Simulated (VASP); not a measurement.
# Mg5NiS6 (P1) in VASP: relaxation of cell and atoms with PBE

Aim: the relaxation of cell and atoms of Mg5NiS6 with PBE.

All numbers are computed with VASP 6.6.1; they aren't measurements. Logs are shortened: lines on timing, memory, paths and dates and some standing lists are left out, and cuts for length are marked.

## (1) The cell of the first run

The typed cell holds 12 atoms: a = 3.658 Å, b = 3.709 Å, c = 17.747 Å, α = 88.92°, β = 92.09°, γ = 121.90°.

## (2) Relaxation of cell and atoms, PBE, collinear spin

Contents of INCAR:

```
PREC     = Accurate       # precision mode
ENCUT    = 600            # plane-wave cutoff, eV
EDIFF    = 1E-7           # SCF threshold, eV
ISMEAR   = 0              # smearing method
SIGMA    = 0.1            # smearing width, eV
LREAL    = F              # projectors in reciprocal space
LASPH    = T              # aspherical terms in the spheres
NELM     = 200            # most SCF steps
ALGO     = Normal         # electronic algorithm
ISIF     = 3              # what is computed and relaxed
LWAVE    = F              # write WAVECAR
LCHARG   = F              # write CHGCAR
ISPIN    = 2              # spin polarisation
MAGMOM   = 0 0 0 0 0 1.45 0.22 0.22 0 0 0 0 # initial moments
LORBIT   = 11             # projections on sites
LMAXMIX  = 4              # l up to which the mixer works
GGA      = PE             # functional
IBRION   = 2              # ionic algorithm
NSW      = 80             # ionic steps
EDIFFG   = -0.025         # ionic threshold
GGA_COMPAT= F            
NELMIN   = 4            
KPAR     = 4
```

Contents of KPOINTS:

```
Automatic mesh
0
Gamma
  6 6 1
```

Contents of POSCAR:

```
Mg5NiS6
1.0
    3.6567961122     -0.0758102406     -0.0666688842
   -1.8940516503      3.1886031417      0.0344313186
   -0.3238542520      0.0061525271     17.7442086220
Mg Ni S
5 1 6
Direct
    0.3377638177      0.7268511707      0.8432303713
    0.7136922875      0.3481875508      0.6673521574
   -0.0587360226     -0.0060831015      0.4894319556
    0.3746571839      0.7671228948      0.3268893019
    0.7092739359      0.3673035760      0.1715124574
    0.0124630604     -0.0460640599     -0.0048049188
    0.6805152694      0.3437660340      0.9240443330
    0.3188138101      0.6419806816      0.0617255457
    0.0317805602      0.0147504919      0.7707158736
    0.3341117591      0.6590405625      0.5956257290
    0.5945484182      0.2917538683      0.4107018973
   -0.0488840799     -0.1086096692      0.2435752967
```

Potentials or basis: VASP PAW PBE potentials, release 64 (Mg, Ni, S).

Started as:

```console
$ cat potpaw_PBE.64/Mg/POTCAR potpaw_PBE.64/Ni/POTCAR potpaw_PBE.64/S/POTCAR > POTCAR
$ mpirun -np 4 vasp_std > vasp.out
```

OUTCAR:

```text
PREC = Accurate
   ENCUT = 600
   EDIFF = 1E-7
   ISMEAR = 0
   LREAL = F
   LASPH = T
   NELM = 200
   ISIF = 3
   ISPIN = 2
   LORBIT = 11
   GGA = PE
   IBRION = 2
   NSW = 80
   EDIFFG = -0.025
   NELMIN = 4

 ion  position               nearest neighbor table
   1  0.338  0.727  0.843-   9 2.27   7 2.41   7 2.53   9 2.56   9 2.60   7 2.71   6 3.28   2 3.63

   2  0.714  0.348  0.667-  10 2.34  10 2.51  10 2.53   9 2.74   9 2.79   9 2.85   1 3.63
   3  0.941  0.994  0.489-  11 2.46  11 2.51  11 2.62  10 2.71  10 2.82  10 2.96   4 3.34   4 3.66

   4  0.375  0.767  0.327-  11 2.24  12 2.32  12 2.45  11 2.70  11 2.89  12 3.14   3 3.34   5 3.35
                             5 3.40   3 3.66
   5  0.709  0.367  0.172-  12 2.10  12 2.65  12 2.73   8 2.77   8 2.85   8 3.00   4 3.35   4 3.40

   6  0.012  0.954  0.995-   8 2.28   7 2.30   7 2.47   8 2.48   8 2.50   7 2.61   1 3.28
   7  0.681  0.344  0.924-   6 2.30   1 2.41   6 2.47   1 2.53   6 2.61   1 2.71
   8  0.319  0.642  0.062-   6 2.28   6 2.48   6 2.50   5 2.77   5 2.85   5 3.00
   9  0.032  0.015  0.771-   1 2.27   1 2.56   1 2.60   2 2.74   2 2.79   2 2.85
  10  0.334  0.659  0.596-   2 2.34   2 2.51   2 2.53   3 2.71   3 2.82   3 2.96
  11  0.595  0.292  0.411-   4 2.24   3 2.46   3 2.51   3 2.62   4 2.70   4 2.89
  12  0.951  0.891  0.244-   5 2.10   4 2.32   4 2.45   5 2.65   5 2.73   4 3.14

  LATTYP: Found a triclinic cell.
 ALAT       =     3.6581894072
 B/A-ratio  =     0.9779153205
 C/A-ratio  =     4.8513520876
 COS(alpha) =     0.0177000139
 COS(beta)  =     0.0364699809
 COS(gamma) =     0.4746891879

  Lattice vectors:

 A1 = (  -3.6567961122,   0.0758102406,   0.0666688842)
 A2 = (  -1.7627444619,  -3.1127929011,   0.0322375656)
 A3 = (  -0.3238542520,   0.0061525271,  17.7442086220)

Analysis of symmetry for initial positions (statically):
=====================================================================
 Subroutine PRICEL returns:
 Original cell was already a primitive cell.

 Routine SETGRP: Setting up the symmetry group for a
 triclinic supercell.

 Subroutine GETGRP returns: Found  1 space group operations
 (whereof  1 operations were pure point group operations)
 out of a pool of  2 trial point group operations.

The static configuration has the point symmetry C_1 .

Analysis of symmetry for dynamics (positions and initial velocities):
=====================================================================
 Subroutine PRICEL returns:
 Original cell was already a primitive cell.

 Routine SETGRP: Setting up the symmetry group for a
 triclinic supercell.

 Subroutine GETGRP returns: Found  1 space group operations
 (whereof  1 operations were pure point group operations)
 out of a pool of  2 trial point group operations.

The dynamic configuration has the point symmetry C_1 .

Analysis of structural, dynamic, and magnetic symmetry:
=====================================================================
 Subroutine PRICEL returns:
 Original cell was already a primitive cell.

 Routine SETGRP: Setting up the symmetry group for a
 triclinic supercell.

 Subroutine GETGRP returns: Found  1 space group operations
 (whereof  1 operations were pure point group operations)
 out of a pool of  2 trial point group operations.

The overall configuration has the point symmetry C_1 .

 Subroutine INISYM returns: Found  1 space group operations
 (whereof  1 operations are pure point group operations),
 and found     1 'primitive' translations

----------------------------------------------------------------------------------------

                                     Primitive cell

  volume of cell :     204.2829

  direct lattice vectors                    reciprocal lattice vectors
     3.656796112 -0.075810241 -0.066668884     0.276964117  0.164464574  0.004997920
    -1.894051650  3.188603142  0.034431319     0.006582943  0.317527156  0.000010049
    -0.323854252  0.006152527 17.744208622     0.001027841  0.000001792  0.056375175

  length of vectors
     3.658189407  3.708882199 17.747164817     0.322153220  0.317595388  0.056384544

  position of ions in fractional coordinates (direct lattice)
     0.337763818  0.726851171  0.843230371
     0.713692288  0.348187551  0.667352157
     0.941263977  0.993916898  0.489431956
     0.374657184  0.767122895  0.326889302
     0.709273936  0.367303576  0.171512457
     0.012463060  0.953935940  0.995195081
     0.680515269  0.343766034  0.924044333
[... 81 lines left out ...]
   ISPIN  =      2    spin polarized calculation?
   LNONCOLLINEAR =      F non collinear calculations
   LSORBIT =      F    spin-orbit coupling
   LASPH  =      T    aspherical Exc in radial PAW
   ENCUT  =  600.0 eV  44.10 Ry    6.64 a.u.   7.31  7.41 35.45*2*pi/ulx,y,z
   NELM   =    200;   NELMIN=  4; NELMDL= -5     # of ELM steps
   EDIFF  = 0.1E-06   stopping-criterion for ELM
   LREAL  =      F    real-space projection
   EDIFFG = -.3E-01   stopping-criterion for IOM
   NSW    =     80    number of steps for IOM
   IBRION =      2    ionic relax: 0-MD 1-quasi-New 2-CG
   NFREE  =      1    steps in history (QN), initial steepest desc. (CG)
   ISIF   =      3    stress and relaxation
   ISYM   =      2    0-nonsym 1-usesym 2-fastsym
   POTIM  = 0.5000    time-step for ionic-motion
   TEBEG  =    0.0;   TEEND  =   0.0 temperature during run
   PSTRESS=    0.0 pullay stress
   NELECT =      56.0000    total number of electrons
   NUPDOWN=      -1.0000    fix difference up-down
   EMIN   =  10.00;   EMAX   =-10.00  energy-range for DOS
   EFERMI =   0.00;   METHOD = LEGACY
   ISMEAR =     0;   SIGMA  =   0.10  broadening in eV -4-tet -1-fermi 0-gaus
   EFERMI_NEDOS =   21; number of points for ismear=-14 and -15
   IALGO  =     38    algorithm
   IMIX   =      4    mixing-type and parameters
     AMIX     =   0.40;   BMIX     =  1.00
     AMIX_MAG =   1.60;   BMIX_MAG =  1.00
  volume/ion in A,a.u.               =      17.02       114.88
  Fermi-wavevector in a.u.,A,eV,Ry     =   1.063474  2.009674 15.387874  1.130977
  Thomas-Fermi vector in A             =   2.198960
   LORBIT       =     11    0 simple, 1 ext, 2 COOP (PROOUT), +10 PAW based schemes
   GGA     = PE    functional components
   LHFCALC =     F    Hartree Fock is set to
   AEXX    =    0.0000 exact exchange contribution
   IVDW    =     0    specifies the selected vdW correction
   LEPSILON=     F    determine dielectric tensor
   LRPA    =     F    only Hartree local field effects (RPA)
 conjugate gradient relaxation of ions
 spin polarized calculation
 Gauss-broadening in eV      SIGMA  =   0.10
  energy-cutoff  :      600.00
  volume of cell :      204.28
 maximum number of plane-waves:      6852
 NGX is ok and might be reduce to    30
   NGX = 15   NGY = 15   NGZ = 71

--------------------------------------- Ionic step        1  -------------------------------------------

 number of electron      56.0000001 magnetization       1.9480569

 Free energy of the ion-electron system (eV)
  ---------------------------------------------------
  ext. energy  EPLUGINS =         0.00000000
  ---------------------------------------------------
  free energy    TOTEN  =       -49.29550392 eV

  energy without entropy =      -49.29027700  energy(sigma->0) =      -49.29289046

------------------------ aborting loop because EDIFF is reached ----------------------------------------

  FORCE on cell =-STRESS in cart. coord.  units (eV):
  Direction    XX          YY          ZZ          XY          YZ          ZX
  --------------------------------------------------------------------------------------
  -------------------------------------------------------------------------------------
  Total        5.3090466     10.6549414      7.7351196      1.3134785      4.5239271      3.3223788
  in kB       41.6385065     83.5660116     60.6660395     10.3015266     35.4808656     26.0572006
  external PRESSURE =      61.9568526 kB  Pullay stress =       0.0000000 kB
[... 119 lines left out ...]
  FREE ENERGIE OF THE ION-ELECTRON SYSTEM (eV)
  ---------------------------------------------------
  free  energy   TOTEN  =       -51.1378876391 eV

  energy  without entropy=      -51.1378705019  energy(sigma->0) =      -51.13787907

[... ionic steps 4 to 21 ...]

--------------------------------------- Ionic step       22  -------------------------------------------

 number of electron      55.9999993 magnetization       1.9996902

------------------------ aborting loop because EDIFF is reached ----------------------------------------
[... 87 lines left out ...]
--------------------------------------- Ionic step       24  -------------------------------------------

 number of electron      55.9999992 magnetization       1.9997063

 Free energy of the ion-electron system (eV)
  ---------------------------------------------------
  ext. energy  EPLUGINS =         0.00000000
  ---------------------------------------------------
  free energy    TOTEN  =       -51.97218853 eV

  energy without entropy =      -51.97211894  energy(sigma->0) =      -51.97215374

 E-fermi :   5.1523     XC(G=0):  -9.9156

 val. band max:        4.9579771743   @ k =   0.0000   0.0000   0.0000
 cond. band min:       5.3863466101   @ k =   0.3333   0.5000  -0.0000
 fundamental gap:      0.4283694357
 Fermi energy:         5.1523283806

 spin component 1

 k-point     1 :       0.0000    0.0000    0.0000
  band No.  band energies     occupation
      1      -8.8989      1.00000
      2      -8.5346      1.00000
      3      -8.4113      1.00000
      4      -7.8566      1.00000
      5      -7.7595      1.00000
      6      -7.3706      1.00000
[... 769 lines left out ...]
     35       9.1937      0.00000
     36       9.2692      0.00000
 Fermi energy:         5.1523283806

 spin component 2

 k-point     1 :       0.0000    0.0000    0.0000
  band No.  band energies     occupation
      1      -8.7261      1.00000
      2      -8.4831      1.00000
      3      -8.3709      1.00000
      4      -7.8241      1.00000
      5      -7.6688      1.00000
      6      -7.2180      1.00000
[... 808 lines left out ...]
  FREE ENERGIE OF THE ION-ELECTRON SYSTEM (eV)
  ---------------------------------------------------
  free  energy   TOTEN  =       -51.9721885270 eV

  energy  without entropy=      -51.9721189448  energy(sigma->0) =      -51.97215374

 reached required accuracy - stopping structural energy minimisation

 total charge

# of ion       s       p       d       tot
------------------------------------------
    1        0.139   0.125   0.039   0.302
    2        0.137   0.128   0.040   0.304
    3        0.137   0.128   0.040   0.305
    4        0.137   0.128   0.040   0.305
    5        0.139   0.125   0.039   0.303
    6        0.337   0.351   8.236   8.924
    7        1.324   2.419   0.000   3.742
    8        1.323   2.420   0.000   3.743
    9        1.314   2.501   0.000   3.816
   10        1.314   2.504   0.000   3.818
   11        1.314   2.504   0.000   3.818
   12        1.314   2.502   0.000   3.816
--------------------------------------------------
tot          8.928  15.834   8.433  33.195

 magnetization (x)

# of ion       s       p       d       tot
------------------------------------------
    1        0.006   0.007   0.002   0.015
    2        0.000   0.000   0.000   0.001
    3        0.000   0.000   0.000   0.000
    4        0.000   0.000   0.000   0.001
    5        0.006   0.007   0.002   0.015
    6       -0.002  -0.003   1.296   1.291
    7        0.019   0.162   0.000   0.181
    8        0.019   0.161   0.000   0.181
    9        0.001   0.012   0.000   0.013
   10        0.000   0.002   0.000   0.002
   11        0.000   0.002   0.000   0.002
   12        0.001   0.012   0.000   0.013
--------------------------------------------------
tot          0.051   0.362   1.300   1.713
```

Wall time 31 min (4 MPI ranks of Intel Xeon 6975P-C (Granite Rapids), shared host); peak memory 0.69 GiB.

Results:

```
Free energy                                           : -51.9722 eV
Relaxed volume                                        : 17.19 Å³/atom
Relaxed cell                                          : a = 3.661 Å, b = 3.660 Å, c = 17.782 Å, α = 90.02°, β = 90.01°, γ = 119.99°
Space group after relaxing (to 0.05 Å)                : P-3m1 (No. 164)
Energy gained by relaxing                             : 223.1 meV/atom
Ionic steps                                           : 24
Pressure after relaxing                               : 0.0 GPa
Largest force after relaxing                          : 0.022 eV/Å
Band gap on the k mesh                                : 0.43 eV, indirect (least direct gap 0.71 eV)
Net moment                                            : 2.00 μB per cell
Site moments                                          : Mg +0.01, +0.00; Ni +1.29; S +0.18, +0.01, +0.00 μB
Valence electrons inside the program's atomic spheres : Mg 0.30; Ni 8.92; S 3.74, 3.82
```

Forces in eV/Å, atoms in the order of the input:
```
Mg   0.003  0.005  0.011
Mg  -0.002 -0.010  0.008
Mg   0.004  0.002 -0.004
Mg  -0.003  0.003  0.010
Mg   0.012  0.009 -0.005
Ni  -0.009 -0.004 -0.020
S   -0.011  0.009  0.013
S   -0.004 -0.002 -0.008
S    0.007 -0.006 -0.004
S   -0.003  0.002  0.007
S    0.011 -0.003 -0.005
S   -0.005 -0.003 -0.004
```

The path:
```csv
step,energy change (eV),largest force (eV/Å),pressure (GPa),volume (Å³)
1,0.0000,5.2098,6.20,204.28
2,-1.8415,1.0324,-4.20,224.23
3,-1.8424,1.0041,-3.94,223.36
4,-2.3129,0.8257,-1.00,211.82
5,-2.3931,0.6994,1.22,205.31
6,-2.5176,0.4585,0.36,206.54
7,-2.5555,0.4749,-0.26,207.74
8,-2.6069,0.2868,-0.12,207.05
9,-2.6269,0.2739,0.12,206.26
10,-2.6476,0.1628,-0.07,206.63
11,-2.6563,0.1421,-0.26,207.07
12,-2.6657,0.0854,0.28,205.61
13,-2.6661,0.0949,0.41,205.26
14,-2.6699,0.0594,-0.28,207.03
15,-2.6704,0.0670,-0.11,206.59
16,-2.6725,0.0448,-0.01,206.33
17,-2.6729,0.0526,0.05,206.16
18,-2.6741,0.0355,-0.02,206.34
19,-2.6745,0.0406,-0.08,206.50
20,-2.6754,0.0299,0.10,206.02
21,-2.6755,0.0311,0.15,205.88
22,-2.6762,0.0317,0.02,206.20
23,-2.6763,0.0330,-0.06,206.42
24,-2.6767,0.0222,-0.02,206.32
```

Final structure:
```cif
data_structure
_symmetry_space_group_name_H-M 'P 1'
_symmetry_Int_Tables_number 1
_cell_length_a 3.6607
_cell_length_b 3.6595
_cell_length_c 17.7818
_cell_angle_alpha 90.023
_cell_angle_beta 90.013
_cell_angle_gamma 119.991
_cell_volume 206.32
loop_
_atom_site_label
_atom_site_type_symbol
_atom_site_fract_x
_atom_site_fract_y
_atom_site_fract_z
_atom_site_occupancy
Mg1 Mg 0.33391 0.66648 0.84060 1
Mg2 Mg 0.66728 0.33544 0.67024 1
Mg3 Mg 0.99861 0.00056 0.49993 1
Mg4 Mg 0.33219 0.66620 0.32956 1
Mg5 Mg 0.66523 0.33171 0.15940 1
Ni1 Ni 0.00212 0.99948 0.00028 1
S1 S 0.66863 0.33204 0.92718 1
S2 S 0.33443 0.66588 0.07296 1
S3 S 0.00034 0.00141 0.75548 1
S4 S 0.33304 0.66770 0.58505 1
S5 S 0.66480 0.33373 0.41480 1
S6 S 0.99941 0.99938 0.24451 1
```

Levels at points of the mesh, in eV from the valence-band top:
Spin up:
```csv
k point,band 25,band 26,band 27,band 28,band 29,band 30,band 31,band 32,band 33,band 34
"(0.00, 0.00, 0.00)",-0.94,-0.94,-0.86,-0.01,0.00,2.87,3.67,3.88,3.94,4.08
"(0.50, 0.00, 0.00)",-1.90,-1.80,-1.66,-0.37,-0.26,1.80,2.77,2.82,3.68,3.69
"(0.00, 0.50, 0.00)",-1.90,-1.80,-1.67,-0.36,-0.27,1.80,2.76,2.82,3.67,3.69
"(0.50, 0.50, 0.00)",-1.90,-1.80,-1.67,-0.36,-0.27,1.80,2.76,2.82,3.67,3.69
```
Spin down:
```csv
k point,band 24,band 25,band 26,band 27,band 28,band 29,band 30,band 31
"(0.00, 0.00, 0.00)",-0.97,-0.81,-0.80,-0.72,1.16,1.17,2.92,3.71
"(0.50, 0.00, 0.00)",-1.64,-1.27,-1.08,-1.04,0.97,0.99,1.89,2.85
"(0.00, 0.50, 0.00)",-1.65,-1.27,-1.08,-1.04,0.98,0.98,1.88,2.84
"(0.50, 0.50, 0.00)",-1.64,-1.27,-1.08,-1.04,0.98,0.98,1.88,2.84
```

Caveat: a cell with one magnetic atom can't hold antiferromagnetic order, which such compounds often take. A hybrid or GW would open this gap; PBE tends to underestimate it.
